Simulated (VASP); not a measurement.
# SnSe in VASP: further runs, part 2 of 3

VASP 6.6.1.

### Step 3. Single point, PBE

This run uses another cell than the first one.

INCAR

```
ALGO = Normal
DIPOL = 0.5 0.5 0.294
EDIFF = 1E-7
ENCUT = 520
GGA = PE
IDIPOL = 3
ISIF = 2
ISMEAR = 0
LASPH = T
LCHARG = F
LDIPOL = T
LREAL = F
LWAVE = F
NBANDS = 17
NELM = 100
PREC = Accurate
SIGMA = 0.1
```

KPOINTS

```
k-points
0
Gamma
  4 4 1
```

POSCAR

```
SnSe
1.0
    4.0318655097      0.0000000000      0.0000000000
    0.0000000000      4.0318655097      0.0000000000
    0.0000000000      0.0000000000     23.8000000000
Sn Se
1 1
Direct
    0.5000000000      0.5000000000      0.2941176471
    0.0000000000      0.0000000000      0.2941176471
```

Potentials or basis: VASP PAW PBE potentials, release 64 (Sn_d, Se).

Run with:

```sh
cat potpaw_PBE.64/Sn_d/POTCAR potpaw_PBE.64/Se/POTCAR > POTCAR
mpirun -np 1 vasp_std > vasp.out
```

OUTCAR:

```text
EDIFF = 1E-7
   ENCUT = 520
   GGA = PE
   ISIF = 2
   ISMEAR = 0
   LASPH = T
   LREAL = F
   NELM = 100
   PREC = Accurate

 ion  position               nearest neighbor table
   1  0.500  0.500  0.294-   2 2.85   2 2.85   2 2.85   2 2.85
   2  0.000  0.000  0.294-   1 2.85   1 2.85   1 2.85   1 2.85

  LATTYP: Found a simple tetragonal cell.
 ALAT       =     4.0318655097
 C/A-ratio  =     5.9029746758

  Lattice vectors:

 A1 = (   4.0318655097,   0.0000000000,   0.0000000000)
 A2 = (   0.0000000000,   4.0318655097,   0.0000000000)
 A3 = (   0.0000000000,   0.0000000000,  23.8000000000)

Analysis of symmetry for initial positions (statically):
=====================================================================
 Subroutine PRICEL returns:
 Original cell was already a primitive cell.

 Routine SETGRP: Setting up the symmetry group for a
 simple tetragonal supercell.

 Subroutine GETGRP returns: Found 16 space group operations
 (whereof  8 operations were pure point group operations)
 out of a pool of 16 trial point group operations.

The static configuration has the point symmetry C_4v.
 The point group associated with its full space group is D_4h.

Analysis of symmetry for dynamics (positions and initial velocities):
=====================================================================
 Subroutine PRICEL returns:
 Original cell was already a primitive cell.

 Routine SETGRP: Setting up the symmetry group for a
 simple tetragonal supercell.

 Subroutine GETGRP returns: Found 16 space group operations
 (whereof  8 operations were pure point group operations)
 out of a pool of 16 trial point group operations.

The dynamic configuration has the point symmetry C_4v.
 The point group associated with its full space group is D_4h.

 Subroutine INISYM returns: Found 16 space group operations
 (whereof  8 operations are pure point group operations),
 and found     1 'primitive' translations

----------------------------------------------------------------------------------------

                                     Primitive cell

  volume of cell :     386.8914

  direct lattice vectors                    reciprocal lattice vectors
     4.031865510  0.000000000  0.000000000     0.248024146  0.000000000  0.000000000
     0.000000000  4.031865510  0.000000000     0.000000000  0.248024146  0.000000000
     0.000000000  0.000000000 23.800000000     0.000000000  0.000000000  0.042016807

  length of vectors
     4.031865510  4.031865510 23.800000000     0.248024146  0.248024146  0.042016807

  position of ions in fractional coordinates (direct lattice)
     0.500000000  0.500000000  0.294117647
     0.000000000  0.000000000  0.294117647

  ion indices of the primitive-cell ions
   primitive index   ion index
                 1           1
                 2           2

----------------------------------------------------------------------------------------

 KPOINTS: k-points

Automatic generation of k-mesh.
 Grid dimensions read from file:
 generate k-points for:    4    4    1

 Generating k-lattice:

  Cartesian coordinates                     Fractional coordinates (reciprocal lattice)
     0.062006037  0.000000000  0.000000000     0.250000000  0.000000000  0.000000000
     0.000000000  0.062006037  0.000000000     0.000000000  0.250000000  0.000000000
     0.000000000  0.000000000  0.042016807     0.000000000  0.000000000  1.000000000

  Length of vectors
     0.062006037  0.062006037  0.042016807

  Shift w.r.t. Gamma in fractional coordinates (k-lattice)
     0.000000000  0.000000000  0.000000000

 Subroutine IBZKPT returns following result:
 ===========================================

 Found      6 irreducible k-points:

 Following reciprocal coordinates:
            Coordinates               Weight
  0.000000  0.000000  0.000000      1.000000
  0.250000  0.000000  0.000000      4.000000
  0.500000  0.000000  0.000000      2.000000
  0.250000  0.250000  0.000000      4.000000
  0.500000  0.250000  0.000000      4.000000
  0.500000  0.500000  0.000000      1.000000
   k-points           NKPTS =      6   k-points in BZ     NKDIM =      6   number of bands    NBANDS=     17
   number of dos      NEDOS =    301   number of ions     NIONS =      2
   total plane-waves  NPLWV = 162000
   dimension x,y,z NGX =    30 NGY =   30 NGZ =  180
   dimension x,y,z NGXF=    60 NGYF=   60 NGZF=  360
   ions per type =               1   1
   NGX,Y,Z   is equivalent  to a cutoff of  12.37, 12.37, 12.57 a.u.
   NGXF,Y,Z  is equivalent  to a cutoff of  24.74, 24.74, 25.15 a.u.
 SYSTEM =  unknown system
   PREC   = accura    normal or accurate (medium, high low for compatibility)
   ISTART =      0    job   : 0-new  1-cont  2-samecut
   ICHARG =      2    charge: 1-file 2-atom 10-const
   ISPIN  =      1    spin polarized calculation?
   LNONCOLLINEAR =      F non collinear calculations
   LSORBIT =      F    spin-orbit coupling
   LASPH  =      T    aspherical Exc in radial PAW
   ENCUT  =  520.0 eV  38.22 Ry    6.18 a.u.   7.50  7.50 44.25*2*pi/ulx,y,z
   NELM   =    100;   NELMIN=  2; NELMDL= -5     # of ELM steps
   EDIFF  = 0.1E-06   stopping-criterion for ELM
   LREAL  =      F    real-space projection
   EDIFFG = 0.1E-05   stopping-criterion for IOM
   NSW    =      0    number of steps for IOM
   IBRION =     -1    ionic relax: 0-MD 1-quasi-New 2-CG
   NFREE  =      0    steps in history (QN), initial steepest desc. (CG)
   ISIF   =      2    stress and relaxation
   ISYM   =      2    0-nonsym 1-usesym 2-fastsym
   POTIM  = 0.5000    time-step for ionic-motion
   TEBEG  =    0.0;   TEEND  =   0.0 temperature during run
   PSTRESS=    0.0 pullay stress
   NELECT =      20.0000    total number of electrons
   NUPDOWN=      -1.0000    fix difference up-down
   EMIN   =  10.00;   EMAX   =-10.00  energy-range for DOS
   EFERMI =   0.00;   METHOD = LEGACY
   ISMEAR =     0;   SIGMA  =   0.10  broadening in eV -4-tet -1-fermi 0-gaus
   EFERMI_NEDOS =   21; number of points for ismear=-14 and -15
   IALGO  =     38    algorithm
   IMIX   =      4    mixing-type and parameters
     AMIX     =   0.40;   BMIX     =  1.00
     AMIX_MAG =   1.60;   BMIX_MAG =  1.00
  volume/ion in A,a.u.               =     193.45      1305.44
  Fermi-wavevector in a.u.,A,eV,Ry     =   0.609848  1.152446  5.060210  0.371915
  Thomas-Fermi vector in A             =   1.665194
   LORBIT       =      0    0 simple, 1 ext, 2 COOP (PROOUT), +10 PAW based schemes
   GGA     = PE    functional components
   LHFCALC =     F    Hartree Fock is set to
   AEXX    =    0.0000 exact exchange contribution
   IVDW    =     0    specifies the selected vdW correction
   LEPSILON=     F    determine dielectric tensor
   LRPA    =     F    only Hartree local field effects (RPA)
 non-spin polarized calculation
 Gauss-broadening in eV      SIGMA  =   0.10
  energy-cutoff  :      520.00
  volume of cell :      386.89
 maximum number of plane-waves:     10449
 NGX is ok and might be reduce to    30
   NGX = 15   NGY = 15   NGZ = 89

 dipolmoment           0.000000      0.000000     -0.000000 electrons x Angstroem

 number of electron      20.0000012 magnetization

 dipolmoment           0.000000      0.000000      0.000001 electrons x Angstroem

 Free energy of the ion-electron system (eV)
  ---------------------------------------------------
  ext. energy  EPLUGINS =         0.00000000
  ---------------------------------------------------
  free energy    TOTEN  =        -7.46822617 eV

  energy without entropy =       -7.46806509  energy(sigma->0) =       -7.46814563

 E-fermi :  -2.5652     XC(G=0):  -1.8563

 val. band max:       -2.7773749080   @ k =   0.5000   0.0000   0.0000
 cond. band min:      -2.3385540677   @ k =   0.5000   0.2500   0.0000
 fundamental gap:      0.4388208403
 Fermi energy:        -2.5652170974

 k-point     1 :       0.0000    0.0000    0.0000
  band No.  band energies     occupation
      1     -24.7169      2.00000
      2     -24.6544      2.00000
      3     -24.6544      2.00000
      4     -24.5994      2.00000
      5     -24.5888      2.00000
      6     -16.2930      2.00000
[... 97 lines left out ...]
      4     -24.6357      2.00000
      5     -24.5604      2.00000
      6     -15.1557      2.00000
[... 9 lines left out ...]
     16       4.5258      0.00000
     17       4.7515      0.00000

------------------------ aborting loop because EDIFF is reached ----------------------------------------

 vacuum level on the upper side and lower side of the slab       (xc-potential included)        -0.008        -0.008

  FORCE on cell =-STRESS in cart. coord.  units (eV):
  Direction    XX          YY          ZZ          XY          YZ          ZX
  --------------------------------------------------------------------------------------
  -------------------------------------------------------------------------------------
  Total        0.0544152      0.0544152     -0.0110181      0.0000000      0.0000000     -0.0000000
  in kB        0.2253420      0.2253420     -0.0456278      0.0000000      0.0000000     -0.0000000
  external PRESSURE =       0.1350188 kB  Pullay stress =       0.0000000 kB

 VOLUME and BASIS-vectors are now :
 -----------------------------------------------------------------------------
  energy-cutoff  :      520.00
  volume of cell :      386.89
      direct lattice vectors                 reciprocal lattice vectors
     4.031865510  0.000000000  0.000000000     0.248024146  0.000000000  0.000000000
     0.000000000  4.031865510  0.000000000     0.000000000  0.248024146  0.000000000
     0.000000000  0.000000000 23.800000000     0.000000000  0.000000000  0.042016807

 POSITION                                       TOTAL-FORCE (eV/Angst)
 -----------------------------------------------------------------------------------
      2.01593      2.01593      7.00000         0.000000      0.000000      0.000000
      0.00000      0.00000      7.00000         0.000000     -0.000000     -0.000000
 -----------------------------------------------------------------------------------
    total drift:                                0.000000      0.000000      0.000039

  FREE ENERGIE OF THE ION-ELECTRON SYSTEM (eV)
  ---------------------------------------------------
  free  energy   TOTEN  =        -7.4682261707 eV

  energy  without entropy=       -7.4680650930  energy(sigma->0) =       -7.46814563

 vacuum level on the upper side and lower side of the slab         1.375         1.375
```

Wall time 2.3 min (1 thread of Intel Xeon 8259CL, shared host); peak memory 0.39 GiB.

Results:

- Free energy: -7.4682 eV
- Band gap on the k mesh: 0.44 eV (least direct gap 0.67 eV)

Caveat: semilocal functionals underestimate gaps, and a narrow one can read as zero; spin-orbit coupling is left out, which moves the levels of the heavy elements.

[end of part 2 of 3]
